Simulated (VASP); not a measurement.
Wanted: the native input for a VASP 6.6.1 run.

- Task: single point
- Functional: LDA
- Potentials or basis: VASP PAW LDA potentials, release 64 (Sr_sv, O)
- Cutoff: 520 eV
- k mesh: 8 × 8 × 8
- Occupations: gaussian, width 0.05 eV
- Spin: no spin polarisation
- Dipole correction: no
- Further INCAR settings: ALGO = Normal; EDIFF = 1e-07; NBANDS = 15

The structure of SrO lies in POSCAR:

```
SrO
1.0
    0.0000000000      2.5698000000      2.6340450000
    2.5698000000      0.0000000000      2.6340450000
    2.5698000000      2.5698000000      0.0000000000
Sr O
1 1
Direct
    0.0000000000      0.0000000000      0.0000000000
    0.5000000000      0.5000000000      0.5000000000
```

This cell differs from its parent crystal: strain +0.000 along x and y, +0.025 along z.

One way to write it, as run:

INCAR

```
SYSTEM = SrO
PREC = Accurate
ENCUT = 520
EDIFF = 1E-7
ISMEAR = 0
SIGMA = 0.05
LREAL = .False.
LASPH = .True.
NELM = 60
ALGO = Normal
ISIF = 2
LWAVE = .False.
LCHARG = .False.
NBANDS = 15
```

KPOINTS

```
regular mesh
0
Gamma
  8 8 8
  0 0 0
```

Potentials or basis: VASP PAW LDA potentials, release 64 (Sr_sv, O).

The run is started by

```sh
$ cat potpaw_LDA.64/Sr_sv/POTCAR potpaw_LDA.64/O/POTCAR > POTCAR
$ mpirun -np 1 vasp_std > vasp.out
```

It gave:

```
Pressure               : -5.4 GPa
Band gap on the k mesh : 3.06 eV, indirect (least direct gap 3.15 eV)
```

Caveat: the cell differs from its parent crystal (strain +0.000 along x and y, +0.025 along z).

Wall time 20 s on 1 thread of Intel(R) Xeon(R) Platinum 8488C (Sapphire Rapids), with other jobs on the host, peak memory 0.16 GiB.
